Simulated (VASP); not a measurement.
Runs of VASP 6.6.1 on Zn2C. The structure is that of space group Fm-3m (No. 225), or close to it. The cells are those of the table. 

```csv
task,level,potentials or basis,cell,cutoff (eV),gap on the mesh (eV),pressure (GPa),relaxed volume (Å³/atom)
single point,PBEsol,"VASP PAW PBE potentials, release 64 (C, Zn)","a = 3.627 Å, angles 60.0°, 3 atoms",520,none,0.7,-
relaxation of cell and atoms,PBE,"VASP PAW PBE potentials, release 64 (C, Zn)","relaxed from a = 3.225 Å, angles 60.0°, 3 atoms",600,none,0.1,(c)
single point,LDA,"VASP PAW LDA potentials, release 64 (C, Zn)","a = 3.585 Å, angles 60.0°, 3 atoms",520,0.21,1.2,-
single point,PBE,"VASP PAW PBE potentials, release 64 (C, Zn)","a = 3.683 Å, angles 60.0°, 3 atoms",520,none,(b),-
single point,r2SCAN,"VASP PAW PBE potentials, release 64 (C, Zn)","a = 3.646 Å, angles 60.0°, 3 atoms",520,0.13,0.7,-
single point,LDA,"VASP PAW LDA potentials, release 64 (C, Zn)","a = 3.646 Å, angles 60.0°, 3 atoms",520,none,-6.5,-
single point,PBE,"VASP PAW PBE potentials, release 64 (C, Zn)","a = 3.646 Å, angles 60.0°, 3 atoms",520,none,4.9,-
relaxation of cell and atoms,LDA,"VASP PAW LDA potentials, release 64 (C, Zn)","relaxed from a = 3.683 Å, angles 60.0°, 3 atoms",600,0.19,0.0,10.91
relaxation of cell and atoms,r2SCAN,"VASP PAW PBE potentials, release 64 (C, Zn)","relaxed from a = 3.683 Å, angles 60.0°, 3 atoms",600,0.11,0.0,11.46
relaxation of cell and atoms,PBEsol,"VASP PAW PBE potentials, release 64 (C, Zn)","relaxed from a = 3.683 Å, angles 60.0°, 3 atoms",600,none,0.0,(a)
```

Alike in all rows: no spin polarisation; k mesh 8 × 8 × 8; smearing fermi-dirac 0.02 eV.

Question: Estimate the missing entries.

Answer: (a) 11.29; (b) 0.6; (c) 11.81.

Caveats: the PAW data sets were made with another functional, which shifts forces and pressure a little (some runs); the volume moved by over 15 % at a fixed basis, so the end points are rough (some runs).

A gap of «none» marks levels without a gap at the run's occupations.
